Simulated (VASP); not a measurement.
Here is a VASP 6.6.1 calculation.

The input INCAR:

```
  PREC = Accurate
  ENCUT = 520
  EDIFF = 1E-6
  ISMEAR = -1
  SIGMA = 0.05
  LREAL = False
  LASPH = True
  NELM = 100
  ALGO = Normal
  ISIF = 2
  LWAVE = False
  LCHARG = False
  GGA = PS
  NBANDS = 15
```

KPOINTS

```
regular mesh
0
Gamma
  18 18 16
```

POSCAR

```
TaN
1.0
    2.9239649421      0.0000000000      0.0000000000
   -1.4619824711      2.5322279197      0.0000000000
    0.0000000000      0.0000000000      2.8707764763
Ta N
1 1
Direct
    0.0000000000      0.0000000000      0.5000000000
    0.6666666667      0.3333333333      0.0000000000
```

Potentials or basis: VASP PAW PBE potentials, release 64 (Ta_pv, N).

Command:

```bash
$ cat potpaw_PBE.64/Ta_pv/POTCAR potpaw_PBE.64/N/POTCAR > POTCAR
$ mpirun -np 1 vasp_std > vasp.out
```

Q: What does it give for the pressure?

A: 0.8 GPa.

Q: Predict the band gap on the k mesh.

A: Zero (bands 8 and 9 overlap by 0.43 eV).

Stress tensor (GPa, compression positive):
```
0.78 0.00 0.00
0.00 0.78 0.00
0.00 0.00 0.98
```

Caveat: the PAW data sets were made with another functional, which shifts forces and pressure a little; spin-orbit coupling is left out, which moves the levels of the heavy elements.
